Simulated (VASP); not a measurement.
# Sb (R-3m) in VASP: notebook

Runs on Sb. Level: PBEsol. Tasks: single point.

Program: VASP 6.6.1. These are calculated values, not measurements. Logs are shortened: lines on timing, memory, paths and dates and some standing lists are left out, and cuts for length are marked.

### 1 The cell of the first run

Symmetry: R-3m, No. 166, trigonal system. The conventional cell has a = 4.265 Å, b = 4.265 Å, c = 11.138 Å, α = 90.00°, β = 90.00°, γ = 120.00°. Sb (site symmetry 3m) has 6 Sb at 2.88 to 3.32 Å within 3.8 Å.

### 2 Single point, PBEsol (volume scaled by 0.975)

The input, INCAR:

```
SYSTEM = Sb
PREC = Accurate
ENCUT = 520
EDIFF = 1E-6
ISMEAR = -1
SIGMA = 0.05
LREAL = .FALSE.
LASPH = .TRUE.
NELM = 60
ALGO = Normal
ISIF = 2
LWAVE = .FALSE.
LCHARG = .TRUE.
GGA = PS
LELF = .TRUE.
LVHAR = .TRUE.
NBANDS = 12
```

The input, KPOINTS:

```
Automatic mesh
0
G
  9 9 9
  0 0 0
```

The input, POSCAR:

```
Sb
1.0
    2.1325272058      1.2312151563      3.7125363276
   -2.1325272058      1.2312151563      3.7125363276
    0.0000000000     -2.4624303126      3.7125363276
Sb
2
Direct
    0.2336400000      0.2336400000      0.2336400000
    0.7663600000      0.7663600000      0.7663600000
```

Potentials or basis: VASP PAW PBE potentials, release 64 (Sb).

Run with:

```sh
$ cat potpaw_PBE.64/Sb/POTCAR > POTCAR
$ mpirun -np 1 vasp_std > vasp.out
```

OUTCAR:

```text
SYSTEM = Sb
   PREC = Accurate
   ENCUT = 520
   EDIFF = 1E-6
   ISMEAR = -1
   LREAL = .FALSE.
   LASPH = .TRUE.
   NELM = 60
   ISIF = 2
   GGA = PS

 ion  position               nearest neighbor table
   1  0.234  0.234  0.234-   2 2.88   2 2.88   2 2.88   2 3.32   2 3.32   2 3.32
   2  0.766  0.766  0.766-   1 2.88   1 2.88   1 2.88   1 3.32   1 3.32   1 3.32

  LATTYP: Found a trigonal (rhomboedric) cell.
 ALAT       =     4.4549398456
 COS(alpha) =     0.5417151843

  Lattice vectors:

 A1 = (   2.1325272058,   1.2312151563,   3.7125363276)
 A2 = (  -2.1325272058,   1.2312151563,   3.7125363276)
 A3 = (   0.0000000000,  -2.4624303126,   3.7125363276)

Analysis of symmetry for initial positions (statically):
=====================================================================
 Subroutine PRICEL returns:
 Original cell was already a primitive cell.

 Routine SETGRP: Setting up the symmetry group for a
 trigonal (rhombohedral) supercell.

 Subroutine GETGRP returns: Found 12 space group operations
 (whereof 12 operations were pure point group operations)
 out of a pool of 12 trial point group operations.

The static configuration has the point symmetry D_3d.

Analysis of symmetry for dynamics (positions and initial velocities):
=====================================================================
 Subroutine PRICEL returns:
 Original cell was already a primitive cell.

 Routine SETGRP: Setting up the symmetry group for a
 trigonal (rhombohedral) supercell.

 Subroutine GETGRP returns: Found 12 space group operations
 (whereof 12 operations were pure point group operations)
 out of a pool of 12 trial point group operations.

The dynamic configuration has the point symmetry D_3d.

 Subroutine INISYM returns: Found 12 space group operations
 (whereof 12 operations are pure point group operations),
 and found     1 'primitive' translations

----------------------------------------------------------------------------------------

                                     Primitive cell

  volume of cell :      58.4858

  direct lattice vectors                    reciprocal lattice vectors
     2.132527206  1.231215156  3.712536328     0.234463597  0.135367621  0.089785878
    -2.132527206  1.231215156  3.712536328    -0.234463597  0.135367621  0.089785878
     0.000000000 -2.462430313  3.712536328     0.000000000 -0.270735242  0.089785878

  length of vectors
[... 85 lines left out ...]
   NSW    =      0    number of steps for IOM
   IBRION =     -1    ionic relax: 0-MD 1-quasi-New 2-CG
   NFREE  =      0    steps in history (QN), initial steepest desc. (CG)
   ISIF   =      2    stress and relaxation
   ISYM   =      2    0-nonsym 1-usesym 2-fastsym
   POTIM  = 0.5000    time-step for ionic-motion
   TEBEG  =    0.0;   TEEND  =   0.0 temperature during run
   PSTRESS=    0.0 pullay stress
   NELECT =      10.0000    total number of electrons
   NUPDOWN=      -1.0000    fix difference up-down
   EMIN   =  10.00;   EMAX   =-10.00  energy-range for DOS
   EFERMI =   0.00;   METHOD = LEGACY
   ISMEAR =    -1;   SIGMA  =   0.05  broadening in eV -4-tet -1-fermi 0-gaus
   EFERMI_NEDOS =   21; number of points for ismear=-14 and -15
   IALGO  =     38    algorithm
   IMIX   =      4    mixing-type and parameters
     AMIX     =   0.40;   BMIX     =  1.00
     AMIX_MAG =   1.60;   BMIX_MAG =  1.00
  volume/ion in A,a.u.               =      29.24       197.34
  Fermi-wavevector in a.u.,A,eV,Ry     =   0.908639  1.717079 11.233306  0.825625
  Thomas-Fermi vector in A             =   2.032589
   LORBIT       =      0    0 simple, 1 ext, 2 COOP (PROOUT), +10 PAW based schemes
   GGA     = PS    functional components
   LHFCALC =     F    Hartree Fock is set to
   AEXX    =    0.0000 exact exchange contribution
   IVDW    =     0    specifies the selected vdW correction
   LEPSILON=     F    determine dielectric tensor
   LRPA    =     F    only Hartree local field effects (RPA)
 non-spin polarized calculation
  energy-cutoff  :      520.00
  volume of cell :       58.49
 maximum number of plane-waves:      1587
 NGX is ok and might be reduce to    36
   NGX = 17   NGY = 17   NGZ = 17

 number of electron      10.0000000 magnetization

 Free energy of the ion-electron system (eV)
  ---------------------------------------------------
  ext. energy  EPLUGINS =         0.00000000
  ---------------------------------------------------
  free energy    TOTEN  =        -9.10381991 eV

  energy without entropy =       -9.10171707  energy(sigma->0) =       -9.10276849

 E-fermi :   7.5587     XC(G=0):  -9.8024

 val. band max:        7.5449252033   @ k =   0.4444   0.0000   0.0000
 cond. band min:       7.7108763715   @ k =   0.4444   0.4444   0.4444
 fundamental gap:      0.1659511682
 Fermi energy:         7.5587253953

 k-point     1 :       0.0000    0.0000    0.0000
  band No.  band energies     occupation
      1      -5.4467      2.00000
      2       2.9179      2.00000
      3       5.4179      2.00000
      4       5.6908      2.00000
      5       5.6908      2.00000
      6       9.6279      0.00000
      7      10.2967      0.00000
      8      10.2967      0.00000
      9      12.5765      0.00000
     10      12.5765      0.00000
     11      12.7617      0.00000
     12      13.9387      0.00000
[... 331 lines left out ...]
 k-point    24 :       0.4444    0.4444    0.0000
  band No.  band energies     occupation
      1      -3.1210      2.00000
      2      -0.3939      2.00000
      3       2.0860      2.00000
      4       3.7052      2.00000
      5       3.7767      2.00000
      6       8.9501      0.00000
      7      12.5760      0.00000
      8      13.1130      0.00000
      9      14.2945      0.00000
     10      16.2092      0.00000
     11      17.2823      0.00000
     12      18.4061      0.00000

 [... further k-points ...]
[... 5 lines left out ...]
  --------------------------------------------------------------------------------------
  -------------------------------------------------------------------------------------
  Total        0.9227599      0.9227599      0.6050229      0.0000000      0.0000000      0.0000000
  in kB       25.2783547     25.2783547     16.5741730      0.0000000      0.0000000      0.0000000
  external PRESSURE =      22.3769608 kB  Pullay stress =       0.0000000 kB

 VOLUME and BASIS-vectors are now :
 -----------------------------------------------------------------------------
  energy-cutoff  :      520.00
  volume of cell :       58.49
      direct lattice vectors                 reciprocal lattice vectors
     2.132527206  1.231215156  3.712536328     0.234463597  0.135367621  0.089785878
    -2.132527206  1.231215156  3.712536328    -0.234463597  0.135367621  0.089785878
     0.000000000 -2.462430313  3.712536328     0.000000000 -0.270735242  0.089785878

 POSITION                                       TOTAL-FORCE (eV/Angst)
 -----------------------------------------------------------------------------------
      0.00000      0.00000      2.60219         0.000000      0.000000      0.344036
      0.00000      0.00000      8.53542         0.000000     -0.000000     -0.344036
 -----------------------------------------------------------------------------------
    total drift:                                0.000000     -0.000000      0.000000

  FREE ENERGIE OF THE ION-ELECTRON SYSTEM (eV)
  ---------------------------------------------------
  free  energy   TOTEN  =        -9.1038199093 eV

  energy  without entropy=       -9.1017170696  energy(sigma->0) =       -9.10276849
```

OSZICAR:

```text
N       E                     dE             d eps       ncg     rms          rms(c)
DAV:   1     0.340442361389E+02    0.34044E+02   -0.35333E+03  2040   0.654E+02
DAV:   2    -0.714358916319E+01   -0.41188E+02   -0.39676E+02  2676   0.109E+02
DAV:   3    -0.910601565992E+01   -0.19624E+01   -0.19458E+01  2496   0.259E+01
DAV:   4    -0.912258958747E+01   -0.16574E-01   -0.16570E-01  2388   0.287E+00
DAV:   5    -0.912278502649E+01   -0.19544E-03   -0.19544E-03  2476   0.343E-01    0.306E+00
DAV:   6    -0.911081678645E+01    0.11968E-01   -0.28534E-03  2420   0.290E-01    0.185E+00
DAV:   7    -0.910378448288E+01    0.70323E-02   -0.68100E-03  2340   0.445E-01    0.509E-02
DAV:   8    -0.910381232837E+01   -0.27845E-04   -0.18178E-04  2460   0.876E-02    0.175E-02
DAV:   9    -0.910382047191E+01   -0.81435E-05   -0.16935E-05  2492   0.237E-02    0.745E-03
DAV:  10    -0.910381990931E+01    0.56260E-06   -0.14437E-06  1728   0.669E-03
   1 F= -.91038199E+01 E0= -.91027685E+01  d E =-.210284E-02
```

It took 60 s on 1 thread of AMD EPYC 7R43 (Zen 3), shared host; peak memory 0.18 GiB.

What came out:

| Property | Result |
| --- | --- |
| Free energy | -9.1038 eV |
| Pressure | 2.2 GPa |
| Largest force | 0.344 eV/Å |

Forces in eV/Å, atoms in the order of the input:
```
Sb   0.000  0.000  0.344
Sb   0.000  0.000 -0.344
```

Stress tensor (GPa, compression positive):
```
2.53 0.00 0.00
0.00 2.53 0.00
0.00 0.00 1.66
```

Caveat: the PAW data sets were made with another functional, which shifts forces and pressure a little; spin-orbit coupling is left out, which moves the levels of the heavy elements.

### 3 Single point, PBEsol (volume scaled by 1.01)

The input, INCAR:

```
SYSTEM = Sb
  ALGO = Normal
  EDIFF = 1E-6
  ENCUT = 520
  GGA = PS
  ISIF = 2
  ISMEAR = -1
  LASPH = .True.
  LCHARG = .False.
  LREAL = .False.
  LWAVE = .False.
  NBANDS = 12
  NELM = 80
  PREC = Accurate
  SIGMA = 0.05
```

The input, KPOINTS:

```
k-points
0
Gamma
  9 9 9
  0 0 0
```

The input, POSCAR:

```
Sb
1.0
    2.1577452361      1.2457747929      3.7564386296
   -2.1577452361      1.2457747929      3.7564386296
    0.0000000000     -2.4915495857      3.7564386296
Sb
2
Direct
    0.2336400000      0.2336400000      0.2336400000
    0.7663600000      0.7663600000      0.7663600000
```

Potentials or basis: VASP PAW PBE potentials, release 64 (Sb).

Run with:

```sh
$ cat potpaw_PBE.64/Sb/POTCAR > POTCAR
$ mpirun -np 1 vasp_std > vasp.out
```

It took 59 s on 1 thread of AMD EPYC 7R43 (Zen 3), shared host; peak memory 0.19 GiB.

The run converged. Its results:

| Item | Value |
| --- | --- |
| Free energy | -9.1181 eV |
| Pressure | 0.0 GPa |
| Largest force | 0.147 eV/Å |
| Band gap on the k mesh | 0.09 eV, indirect (least direct gap 0.49 eV) |

Forces in eV/Å, atoms in the order of the input:
```
Sb   0.000  0.000  0.147
Sb   0.000  0.000 -0.147
```

Stress tensor (GPa, compression positive):
```
 0.17  0.00  0.00
 0.00  0.17  0.00
 0.00  0.00 -0.29
```

Levels at points of the mesh, in eV from the valence-band top:
| k point | band 3 | band 4 | band 5 | band 6 | band 7 | band 8 |
| --- | --- | --- | --- | --- | --- | --- |
| (0.00, 0.00, 0.00) | -1.96 | -1.70 | -1.70 | 2.15 | 2.78 | 2.78 |

Caveat: the PAW data sets were made with another functional, which shifts forces and pressure a little; spin-orbit coupling is left out, which moves the levels of the heavy elements. A k mesh can miss the band edges.

[end of part 1 of 2]
